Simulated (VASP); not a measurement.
# TaN (P6_3mc) in VASP: notebook

The runs below take TaN through electric field gradients, with PBE.

Everything below comes from runs of VASP 6.6.1. Logs are shortened: lines on timing, memory, paths and dates and some standing lists are left out, and cuts for length are marked.

## (1) The cell of the first run

The structure is hexagonal, space group P6_3mc (No. 186). The conventional cell has a = 3.050 Å, b = 3.050 Å, c = 4.792 Å, α = 90.00°, β = 90.00°, γ = 120.00°. Ta (site symmetry 3m) has 4 N at 1.84 to 1.85 Å within 2.4 Å. N (site symmetry 3m) has 4 Ta at 1.84 to 1.85 Å within 2.4 Å.

## (2) Electric field gradients, PBE (zz strain of -3 %)

Input file INCAR:

```
SYSTEM = TaN
PREC = Accurate
ENCUT = 520
EDIFF = 1E-8
ISMEAR = -1
SIGMA = 0.01
LREAL = .FALSE.
LASPH = .TRUE.
NELM = 120
ALGO = Normal
ISIF = 2
LWAVE = .FALSE.
LCHARG = .FALSE.
GGA = PE
LEFG = .TRUE.
NBANDS = 24
GGA_COMPAT = .FALSE.
```

Input file KPOINTS:

```
Automatic mesh
0
G
  9 9 5
  0 0 0
```

Input file POSCAR:

```
TaN
1.0
    3.0500010905      0.0000000000      0.0000000000
   -1.5250005453      2.6413784260      0.0000000000
    0.0000000000      0.0000000000      4.7918000000
Ta N
2 2
Direct
    0.3333333333      0.6666666667      0.0000000000
    0.6666666667      0.3333333333      0.5000000000
    0.3333333333      0.6666666667      0.3850000000
    0.6666666667      0.3333333333      0.8850000000
```

Potentials or basis: VASP PAW PBE potentials, release 64 (Ta_pv, N).

The run is started by

```
$ cat potpaw_PBE.64/Ta_pv/POTCAR potpaw_PBE.64/N/POTCAR > POTCAR
$ mpirun -np 1 vasp_std > vasp.out
```

OUTCAR:

```text
SYSTEM = TaN
   PREC = Accurate
   ENCUT = 520
   EDIFF = 1E-8
   ISMEAR = -1
   LREAL = .FALSE.
   LASPH = .TRUE.
   NELM = 120
   ISIF = 2
   GGA = PE

 ion  position               nearest neighbor table
   1  0.333  0.667  0.000-   3 1.84   4 1.85   4 1.85   4 1.85   2 2.97   2 2.97   2 2.97   2 2.97
                             2 2.97   2 2.97
   2  0.667  0.333  0.500-   4 1.84   3 1.85   3 1.85   3 1.85   1 2.97   1 2.97   1 2.97   1 2.97
                             1 2.97   1 2.97
   3  0.333  0.667  0.385-   1 1.84   2 1.85   2 1.85   2 1.85
   4  0.667  0.333  0.885-   2 1.84   1 1.85   1 1.85   1 1.85

  LATTYP: Found a hexagonal cell.
 ALAT       =     3.0500010905
 C/A-ratio  =     1.5710814055

  Lattice vectors:

 A1 = (   3.0500010905,   0.0000000000,   0.0000000000)
 A2 = (  -1.5250005453,   2.6413784260,   0.0000000000)
 A3 = (   0.0000000000,   0.0000000000,   4.7918000000)

Analysis of symmetry for initial positions (statically):
=====================================================================
 Subroutine PRICEL returns:
 Original cell was already a primitive cell.

 Routine SETGRP: Setting up the symmetry group for a
 hexagonal supercell.

 Subroutine GETGRP returns: Found 12 space group operations
 (whereof  6 operations were pure point group operations)
 out of a pool of 24 trial point group operations.

The static configuration has the point symmetry C_3v.
 The point group associated with its full space group is C_6v.

Analysis of symmetry for dynamics (positions and initial velocities):
=====================================================================
 Subroutine PRICEL returns:
 Original cell was already a primitive cell.

 Routine SETGRP: Setting up the symmetry group for a
 hexagonal supercell.

 Subroutine GETGRP returns: Found 12 space group operations
 (whereof  6 operations were pure point group operations)
 out of a pool of 24 trial point group operations.

The dynamic configuration has the point symmetry C_3v.
 The point group associated with its full space group is C_6v.

 Subroutine INISYM returns: Found 12 space group operations
 (whereof  6 operations are pure point group operations),
 and found     1 'primitive' translations

----------------------------------------------------------------------------------------

                                     Primitive cell

  volume of cell :      38.6037

  direct lattice vectors                    reciprocal lattice vectors
     3.050001090  0.000000000  0.000000000     0.327868735  0.189295103  0.000000000
    -1.525000545  2.641378426  0.000000000     0.000000000  0.378590205  0.000000000
     0.000000000  0.000000000  4.791800000     0.000000000  0.000000000  0.208689845

  length of vectors
     3.050001090  3.050001091  4.791800000     0.378590205  0.378590205  0.208689845

  position of ions in fractional coordinates (direct lattice)
     0.333333333  0.666666667  0.000000000
     0.666666667  0.333333333  0.500000000
     0.333333333  0.666666667  0.385000000
     0.666666667  0.333333333  0.885000000

  ion indices of the primitive-cell ions
   primitive index   ion index
                 1           1
                 2           2
                 3           3
                 4           4

----------------------------------------------------------------------------------------

 KPOINTS: Automatic mesh

Automatic generation of k-mesh.
 Grid dimensions read from file:
 generate k-points for:    9    9    5

 Generating k-lattice:

  Cartesian coordinates                     Fractional coordinates (reciprocal lattice)
     0.036429859  0.021032789  0.000000000     0.111111111  0.000000000  0.000000000
[... 44 lines left out ...]
   dimension x,y,z NGX =    24 NGY =   24 NGZ =   36
   dimension x,y,z NGXF=    48 NGYF=   48 NGZF=   72
   ions per type =               2   2
   NGX,Y,Z   is equivalent  to a cutoff of  13.08, 13.08, 12.49 a.u.
   NGXF,Y,Z  is equivalent  to a cutoff of  26.16, 26.16, 24.98 a.u.
 SYSTEM =  TaN
   PREC   = accura    normal or accurate (medium, high low for compatibility)
   ISTART =      0    job   : 0-new  1-cont  2-samecut
   ICHARG =      2    charge: 1-file 2-atom 10-const
   ISPIN  =      1    spin polarized calculation?
   LNONCOLLINEAR =      F non collinear calculations
   LSORBIT =      F    spin-orbit coupling
   LASPH  =      T    aspherical Exc in radial PAW
   ENCUT  =  520.0 eV  38.22 Ry    6.18 a.u.   5.67  5.67  8.91*2*pi/ulx,y,z
   NELM   =    120;   NELMIN=  2; NELMDL= -5     # of ELM steps
   EDIFF  = 0.1E-07   stopping-criterion for ELM
   LREAL  =      F    real-space projection
   EDIFFG = 0.1E-06   stopping-criterion for IOM
   NSW    =      0    number of steps for IOM
   IBRION =     -1    ionic relax: 0-MD 1-quasi-New 2-CG
   NFREE  =      0    steps in history (QN), initial steepest desc. (CG)
   ISIF   =      2    stress and relaxation
   ISYM   =      2    0-nonsym 1-usesym 2-fastsym
   POTIM  = 0.5000    time-step for ionic-motion
   TEBEG  =    0.0;   TEEND  =   0.0 temperature during run
   PSTRESS=    0.0 pullay stress
   NELECT =      32.0000    total number of electrons
   NUPDOWN=      -1.0000    fix difference up-down
   EMIN   =  10.00;   EMAX   =-10.00  energy-range for DOS
   EFERMI =   0.00;   METHOD = LEGACY
   ISMEAR =    -1;   SIGMA  =   0.01  broadening in eV -4-tet -1-fermi 0-gaus
   EFERMI_NEDOS =   21; number of points for ismear=-14 and -15
   IALGO  =     38    algorithm
   IMIX   =      4    mixing-type and parameters
     AMIX     =   0.40;   BMIX     =  1.00
     AMIX_MAG =   1.60;   BMIX_MAG =  1.00
  volume/ion in A,a.u.               =       9.65        65.13
  Fermi-wavevector in a.u.,A,eV,Ry     =   1.537854  2.906122 32.177702  2.364994
  Thomas-Fermi vector in A             =   2.644304
   LORBIT       =      0    0 simple, 1 ext, 2 COOP (PROOUT), +10 PAW based schemes
   GGA     = PE    functional components
   LHFCALC =     F    Hartree Fock is set to
   AEXX    =    0.0000 exact exchange contribution
   IVDW    =     0    specifies the selected vdW correction
   LEPSILON=     F    determine dielectric tensor
   LRPA    =     F    only Hartree local field effects (RPA)
 non-spin polarized calculation
  energy-cutoff  :      520.00
  volume of cell :       38.60
 maximum number of plane-waves:      1085
 NGX is ok and might be reduce to    24
   NGX = 11   NGY = 11   NGZ = 17

 number of electron      31.9999998 magnetization

 Free energy of the ion-electron system (eV)
  ---------------------------------------------------
  ext. energy  EPLUGINS =         0.00000000
  ---------------------------------------------------
  free energy    TOTEN  =       -36.62123812 eV

  energy without entropy =      -36.61944892  energy(sigma->0) =      -36.62034352

 E-fermi :  10.1272     XC(G=0): -13.7139

 val. band max:       10.1181487608   @ k =   0.2222   0.1111   0.4000
 cond. band min:      10.1357553340   @ k =   0.4444  -0.0000   0.4000
 fundamental gap:      0.0176065732
 Fermi energy:        10.1271920233

 k-point     1 :       0.0000    0.0000    0.0000
  band No.  band energies     occupation
      1     -26.1665      2.00000
      2     -24.8682      2.00000
      3     -24.8682      2.00000
      4     -24.6211      2.00000
      5     -24.6211      2.00000
      6     -24.5690      2.00000
[... 637 lines left out ...]
     23      17.9208      0.00000
     24      17.9208      0.00000

 [... further k-points ...]

------------------------ aborting loop because EDIFF is reached ----------------------------------------

  FORCE on cell =-STRESS in cart. coord.  units (eV):
  Direction    XX          YY          ZZ          XY          YZ          ZX
  --------------------------------------------------------------------------------------
  -------------------------------------------------------------------------------------
  Total       39.9644690     39.9644690     37.4697532     -0.0000000      0.0000000     -0.0000000
  in kB     1658.6521862   1658.6521863   1555.1135692     -0.0000000      0.0000000     -0.0000000
  external PRESSURE =    1624.1393139 kB  Pullay stress =       0.0000000 kB

 VOLUME and BASIS-vectors are now :
 -----------------------------------------------------------------------------
  energy-cutoff  :      520.00
  volume of cell :       38.60
      direct lattice vectors                 reciprocal lattice vectors
     3.050001090  0.000000000  0.000000000     0.327868735  0.189295103  0.000000000
    -1.525000545  2.641378426  0.000000000     0.000000000  0.378590205  0.000000000
     0.000000000  0.000000000  4.791800000     0.000000000  0.000000000  0.208689845

 POSITION                                       TOTAL-FORCE (eV/Angst)
 -----------------------------------------------------------------------------------
     -0.00000      1.76092      0.00000        -0.000000     -0.000000      0.628671
      1.52500      0.88046      2.39590         0.000000      0.000000      0.628671
     -0.00000      1.76092      1.84484         0.000000      0.000000     -0.628671
      1.52500      0.88046      4.24074        -0.000000     -0.000000     -0.628671
 -----------------------------------------------------------------------------------
    total drift:                               -0.000000      0.000000     -0.000178

  FREE ENERGIE OF THE ION-ELECTRON SYSTEM (eV)
  ---------------------------------------------------
  free  energy   TOTEN  =       -36.6212381159 eV

  energy  without entropy=      -36.6194489185  energy(sigma->0) =      -36.62034352

 Electric field gradients (V/A^2)
---------------------------------------------------------------------
 ion       V_xx      V_yy      V_zz      V_xy      V_xz      V_yz
---------------------------------------------------------------------
   1     -44.427   -44.428    88.855    -0.000    -0.000     0.000
   2     -44.427   -44.428    88.855    -0.000     0.000    -0.000
   3      -5.141    -5.140    10.281     0.001     0.000    -0.000
   4      -5.141    -5.140    10.281     0.001    -0.000     0.000
---------------------------------------------------------------------

 Electric field gradients after diagonalization (V/A^2)
 (convention: |V_zz| > |V_xx| > |V_yy|)
----------------------------------------------------------------------
 ion       V_xx      V_yy      V_zz     asymmetry (V_yy - V_xx)/ V_zz
----------------------------------------------------------------------
   1     -44.428   -44.427    88.855       0.000
   2     -44.428   -44.427    88.855       0.000
   3      -5.141    -5.140    10.281       0.000
   4      -5.141    -5.140    10.281       0.000
----------------------------------------------------------------------

           NMR quadrupolar parameters

 Cq : quadrupolar parameter    Cq=e*Q*V_zz/h
 eta: asymmetry parameters     (V_yy - V_xx)/ V_zz
 Q  : nuclear electric quadrupole moment in mb (millibarn)
----------------------------------------------------------------------
 ion       Cq(MHz)       eta       Q (mb)
----------------------------------------------------------------------
   1       0.215       0.000       1.000
   2       0.215       0.000       1.000
   3       0.025       0.000       1.000
   4       0.025       0.000       1.000
----------------------------------------------------------------------
```

Run time: 56 s. Hardware: 1 thread of AMD EPYC 7R13, shared host; peak memory 0.14 GiB.

Results:

- Free energy: -36.6212 eV
- Pressure: 162.4 GPa
- Largest force: 0.629 eV/Å
- Band gap on the k mesh: zero (band 16 reaches 10.64 eV, above the bottom of band 17 at 8.47 eV)

Forces on the atoms (eV/Å):
```
Ta   0.000  0.000  0.629
Ta   0.000  0.000  0.629
N    0.000  0.000 -0.629
N    0.000  0.000 -0.629
```

Levels at points of the mesh, in eV from the Fermi level:
```tsv
k point	band 13	band 14	band 15	band 16	band 17	band 18	band 19	band 20
(0.00, 0.00, 0.00)	-7.99	-7.30	-1.08	-1.08	-0.26	2.08	2.73	2.73
```

Electric field gradients, principal values (V/Å²):
```csv
atom,least,middle,greatest (by size)
1 Ta,-44.427,-44.428,88.855
2 Ta,-44.427,-44.428,88.855
3 N,-5.140,-5.141,10.281
4 N,-5.140,-5.141,10.281
```

Caveat: the cell differs from its parent crystal (zz strain of -3 %); without QUAD_EFG the Cq values of the log hold for a quadrupole moment of 1 mb, not for the nuclei; spin-orbit coupling is left out, which moves the levels of the heavy elements.

(Part 1 of 3 ends here.)
